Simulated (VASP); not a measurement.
Input of a VASP 6.6.1 run:

INCAR

```
SYSTEM = LiBr
  PREC = Accurate
  ENCUT = 750
  EDIFF = 1E-6
  ISMEAR = 0
  SIGMA = 0.1
  LREAL = .FALSE.
  LASPH = .TRUE.
  NELM = 200
  ALGO = Normal
  ISIF = 2
  LWAVE = .FALSE.
  LCHARG = .FALSE.
  ISPIN = 2
  MAGMOM = 0 4
  LORBIT = 11
  GGA = PE
  NBANDS = 16
  GGA_COMPAT = .FALSE.
```

File KPOINTS:

```
Automatic mesh
0
G
  5 5 5
  0 0 0
```

The input POSCAR:

```
LiBr
1.0
    0.0000000000      2.7226905798      2.7226905798
    2.7226905798      0.0000000000      2.7226905798
    2.7226905798      2.7226905798      0.0000000000
Li Br
1 1
Direct
    0.0000000000      0.0000000000      0.0000000000
    0.5000000000      0.5000000000      0.5000000000
```

Potentials or basis: VASP PAW PBE potentials, release 64 (Li_sv, Br).

Launch:

```bash
$ cat potpaw_PBE.64/Li_sv/POTCAR potpaw_PBE.64/Br/POTCAR > POTCAR
$ mpirun -np 1 vasp_std > vasp.out
```

Question: Predict the net moment.

Answer: 0.00 μB per cell.

Question: Estimate the band gap on the k mesh.

Answer: 5.08 eV, direct.

Question: Predict the pressure.

Answer: 1.0 GPa.

A hybrid or GW would open this gap; PBE tends to underestimate it.
